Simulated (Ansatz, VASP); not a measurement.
## One calculation of Ni, two programs

```
Ni
1.0
    -1.36502    1.36502    1.36502
     1.36502   -1.36502    1.36502
     1.36502    1.36502   -1.36502
Ni
1
Direct
  0.00000 0.00000 0.00000
```

Alike in both runs: task single point; functional PBEsol; k mesh 14 × 14 × 14; occupations gaussian, width 0.01 eV; collinear spin.

```csv
,VASP,Ansatz
version,VASP 6.6.1,Ansatz 0.2.0
potentials or method,"VASP PAW PBE potentials, release 64 (Ni), cutoff 520 eV",all-electron (LAPW or listed datasets)
```

|  | VASP | Ansatz | Ansatz less VASP |
| --- | --- | --- | --- |
| net moment per atom (μB) | 0.51 | 0.51 | 0.000 |
| size of the moment on the site where the two differ most (μB) | 0.51 | 0.53 | +0.017 |

VASP's potentials were made for PBE, not for PBEsol. Site moments also hang on the region over which each program counts them. Ansatz ran all-electron here, and VASP with PAW potentials.
